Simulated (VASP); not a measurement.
**ZrB2: single point with LDA**

The system is ZrB2.

```xyz
3
Lattice="3.1325 0.0000 0.0000 -1.5663 2.7129 0.0000 0.0000 0.0000 3.3726" Properties=species:S:1:pos:R:3 pbc="T T T"
Zr    0.0000    0.0000    0.0000
B     0.0000    1.8086    1.6863
B     1.5663    0.9043    1.6863
```

```json
{
  "Program": "VASP 6.6.1",
  "Task": "single point",
  "Functional": "LDA",
  "Potentials or basis": "VASP PAW LDA potentials, release 64 (Zr_sv, B)",
  "Cutoff": "520 eV",
  "k mesh": "15 × 15 × 12",
  "Occupations": "gaussian, width 0.15 eV",
  "Spin": "no spin polarisation",
  "Dipole correction": "no",
  "Further INCAR settings": "ALGO = Normal; EDIFF = 1e-07; NBANDS = 16"
}
```

```
Pressure               : 9.8 GPa
Band gap on the k mesh : zero (bands 9 and 10 overlap by 0.78 eV)
```

Stress tensor (GPa, compression positive):
```
 5.79  0.00  0.00
 0.00  5.79  0.00
 0.00  0.00 17.78
```

Levels at points of the mesh, in eV from the Fermi level:
| k point | band 5 | band 6 | band 7 | band 8 | band 9 | band 10 | band 11 | band 12 | band 13 | band 14 |
| --- | --- | --- | --- | --- | --- | --- | --- | --- | --- | --- |
| (0.00, 0.00, 0.00) | -12.83 | -3.02 | -3.02 | -2.68 | -1.97 | 3.69 | 3.69 | 4.80 | 4.80 | 4.97 |
| (0.00, 0.00, 0.50) | -10.34 | -7.09 | -1.14 | -1.14 | 0.00 | 0.00 | 0.80 | 0.80 | 2.59 | 4.86 |

Wall time 2.2 min on 1 thread of Intel Xeon 8259CL (shared host), peak memory 0.2 GiB.

Caveat: the cell stands under pressure.
